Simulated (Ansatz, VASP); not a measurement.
**Rb3Pd: VASP beside Ansatz**

```
Rb Pd
1.0
    -5.83401    5.83401    6.09423
     5.83401   -5.83401    6.09423
     5.83401    5.83401   -6.09423
Rb Pd
12 4
Direct
  0.30859 0.30859 0.61718
  0.69141 0.69141 0.38282
  0.30859 0.69141 0.00000
  0.69141 0.30859 0.00000
  0.82182 0.08041 0.25858
  0.82182 0.56324 0.74142
  0.08041 0.82182 0.25858
  0.56324 0.82182 0.74142
  0.17818 0.91959 0.74142
  0.17818 0.43676 0.25858
  0.91959 0.17818 0.74142
  0.43676 0.17818 0.25858
  0.00000 0.00000 0.00000
  0.50000 0.50000 0.00000
  0.00000 0.50000 0.50000
  0.50000 0.00000 0.50000
```

Alike in both runs: task single point; functional PBE; k mesh 2 × 2 × 2; occupations gaussian, width 0.1 eV; no spin polarisation.

|  | VASP | Ansatz |
| --- | --- | --- |
| version | VASP 6.6.1 | Ansatz 0.2.0 |
| potentials or method | VASP PAW PBE potentials, release 64 (Rb_sv, Pd), cutoff 520 eV | scalar-relativistic, plane waves, PAW |
| valence electrons in the cell | 148 | 180 |

VASP gave:

```
gap on the k mesh at the Fermi level (eV) : none
pressure (GPa)                            : 0.1
rms of the force components (eV/Å)        : 0.018
```

Q: Which values does Ansatz return?

A: gap on the k mesh at the Fermi level (eV): none; pressure (GPa): 0.1; rms of the force components (eV/Å): 0.020.

Atom by atom the forces differ by 0.002 eV/Å (rms over components). A gap of «none» marks a metal or a gap that the smearing closes. The functional is the same, so the differences come from potentials, cutoffs and numerics. VASP's potentials hold 148 valence electrons a cell and Ansatz's 180, so a difference there can come from the potentials and not from the codes.

The k mesh is coarse, so the values compare programs but aren't converged.
